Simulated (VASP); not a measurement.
**Ge: single point with r2SCAN**

Crystal: Ge.

```
Ge
1.0
     4.05558    0.00000    0.00000
    -2.02779    3.51224    0.00000
     0.00000    0.00000    6.57872
Ge
4
Direct
  0.66667 0.33333 0.06188
  0.33333 0.66667 0.56188
  0.66667 0.33333 0.43812
  0.33333 0.66667 0.93812
```

This cell differs from its parent crystal: biaxial strain in the a-b plane: +1.5 %, then relaxed in part.

```
Program                : VASP 6.6.1
Task                   : single point
Functional             : r2SCAN
Potentials or basis    : VASP PAW PBE potentials, release 64 (Ge_d)
Cutoff                 : 520 eV
k mesh                 : 12 × 12 × 6
Occupations            : gaussian, width 0.01 eV
Spin                   : no spin polarisation
Dipole correction      : no
Further INCAR settings : ALGO = Normal; EDIFF = 1e-06; NBANDS = 36
```

| Item | Value |
| --- | --- |
| Pressure | -1.7 GPa |
| Largest force | 0.006 eV/Å |
| Band gap on the k mesh | zero (bands 28 and 29 overlap by 0.08 eV) |

Forces in eV/Å, atoms in the order of the input:
```
Ge   0.000  0.000  0.006
Ge   0.000  0.000  0.006
Ge   0.000  0.000 -0.006
Ge   0.000  0.000 -0.006
```

Stress tensor (GPa, compression positive):
```
-2.52  0.00  0.00
 0.00 -2.52  0.00
 0.00  0.00  0.05
```

Levels at points of the mesh, in eV from the Fermi level:
```tsv
k point	band 25	band 26	band 27	band 28	band 29	band 30	band 31	band 32
(0.00, 0.00, 0.00)	-1.61	-0.09	-0.08	0.08	0.08	0.16	2.34	2.34
(0.50, 0.00, 0.00)	-4.61	-3.19	-2.79	-1.48	0.67	1.90	3.93	3.93
(0.00, 0.00, 0.50)	-0.95	-0.95	-0.95	-0.95	0.72	0.72	3.51	3.51
(0.50, 0.00, 0.50)	-2.51	-2.51	-2.50	-2.50	0.75	0.75	2.43	2.43
```

It took 6 min on 1 thread of Intel(R) Xeon(R) 6975P-C (Granite Rapids), on a shared host, peak memory 0.32 GiB.

Caveat: the cell differs from its parent crystal (biaxial strain in the a-b plane: +1.5 %, then relaxed in part); semilocal functionals underestimate gaps, and a narrow one can read as zero; the PAW data sets were made with another functional, which shifts forces and pressure a little.
